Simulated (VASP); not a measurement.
Runs of VASP 6.6.1 on Pt. The structure is that of space group Im-3m (No. 229), or close to it. The cells are those of the table. This isn't the form of Pt at room conditions, which is fcc.

```tsv
task	cell	gap on the mesh (eV)	pressure (GPa)
single point	a = 2.757 Å, angles 109.5°, 1 atom	none	(a)
single point	a = 2.720 Å, angles 109.5°, 1 atom	none	9.5
relaxation of cell and atoms	relaxed to 10 GPa from a = 2.693 Å, angles 109.5°, 1 atom	none	9.8
relaxation of cell and atoms	relaxed from a = 2.693 Å, angles 109.5°, 1 atom	none	-0.1
single point	a = 2.690 Å, angles 109.5°, 1 atom	none	19.5
single point	a = 2.738 Å, angles 109.5°, 1 atom	none	4.5
relaxation of cell and atoms	relaxed to 5 GPa from a = 2.693 Å, angles 109.5°, 1 atom	none	5.0
relaxation of cell and atoms	relaxed to 20 GPa from a = 2.693 Å, angles 109.5°, 1 atom	none	20.0
```

Alike in all rows: level revPBE; potentials or basis VASP PAW PBE potentials, release 64 (Pt); no spin polarisation; k mesh 8 × 8 × 8; cutoff (eV) 500; smearing gaussian 0.1 eV.

Q: Fill in the values left out.

A: (a) -0.4.

Caveats: the PAW data sets were made with another functional, which shifts forces and pressure a little; spin-orbit coupling is left out, which moves the levels of the heavy elements; the cell stands under pressure (at least some runs); the cell is relaxed towards a set pressure, so the run minimises the enthalpy, not the energy (at least some runs).

A k mesh can miss the band edges, and the runs leave out spin-orbit coupling on Pt.

A gap of «none» marks levels without a gap at the run's occupations.
